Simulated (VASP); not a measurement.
Crystal: ScAl2.

```
Sc Al
1.0
     0.00000    3.77765    3.77765
     3.77765    0.00000    3.77765
     3.77765    3.77765    0.00000
Sc Al
2 4
Direct
  0.50000 0.50000 0.50000
  0.75000 0.75000 0.75000
  0.12500 0.12500 0.12500
  0.62500 0.12500 0.12500
  0.12500 0.62500 0.12500
  0.12500 0.12500 0.62500
```

| Item | Value |
| --- | --- |
| Program | VASP 6.6.1 |
| Task | relaxation of cell and atoms |
| Functional | LDA |
| Potentials or basis | VASP PAW LDA potentials, release 64 (Sc_sv, Al) |
| Cutoff | 600 eV |
| k mesh | 8 × 8 × 8 |
| Occupations | gaussian, width 0.1 eV |
| Spin | no spin polarisation |

At the start: pressure -3.6 GPa; volume 17.97 Å³/atom.

Where does the relaxation end?

Over 3 steps the energy falls by 8.0 meV/atom and the volume is 17.27 Å³/atom (-3.9 %); space group Fd-3m (No. 227, to 0.05 Å).

Step by step:
```
step  energy change (eV)  largest force (eV/Å)  pressure (GPa)  volume (Å³)
   1              0.0000                0.0000           -3.56       107.82
   2             -0.0367                0.0000            1.90       101.72
   3             -0.0479                0.0000            0.00       103.64
```

Final structure:
```
Sc Al
1.0
     0.00000    3.72823    3.72823
     3.72823    0.00000    3.72823
     3.72823    3.72823    0.00000
Sc Al
2 4
Direct
  0.50000 0.50000 0.50000
  0.75000 0.75000 0.75000
  0.12500 0.12500 0.12500
  0.62500 0.12500 0.12500
  0.12500 0.62500 0.12500
  0.12500 0.12500 0.62500
```
